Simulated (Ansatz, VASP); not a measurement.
## Zr3TaZn in VASP and in Ansatz

```
Zr Ta Zn
1.0
     4.90692    0.00000    0.00000
     0.00000    4.90692    0.00000
     0.00000    0.00000    4.90692
Zr Ta Zn
3 1 1
Direct
  0.00000 0.50000 0.50000
  0.50000 0.00000 0.50000
  0.50000 0.50000 0.00000
  0.00000 0.00000 0.00000
  0.50000 0.50000 0.50000
```

Alike in both runs: task single point; functional PBE; k mesh 4 × 4 × 4; occupations gaussian, width 0.1 eV; collinear spin.

```csv
,VASP,Ansatz
version,VASP 6.6.1,Ansatz 0.2.0
potentials or method,"VASP PAW PBE potentials, release 64 (Zr_sv, Ta_pv, Zn), cutoff 520 eV","scalar-relativistic, plane waves, PAW"
valence electrons in the cell,59,61
```

```csv
,VASP,Ansatz,Ansatz less VASP
gap on the k mesh at the Fermi level (eV),none,none,-
pressure (GPa),0.3,0.2,-0.12
net moment per atom (μB),0.29,0.29,0.000
size of the moment on the site where the two differ most (μB),0.46,0.59,+0.130
```

Site moments also hang on the region over which each program counts them. A gap of «none» marks a metal or a gap that the smearing closes. VASP's potentials hold 59 valence electrons a cell and Ansatz's 61, so a difference there can come from the potentials and not from the codes.

Spin-orbit coupling is off throughout.
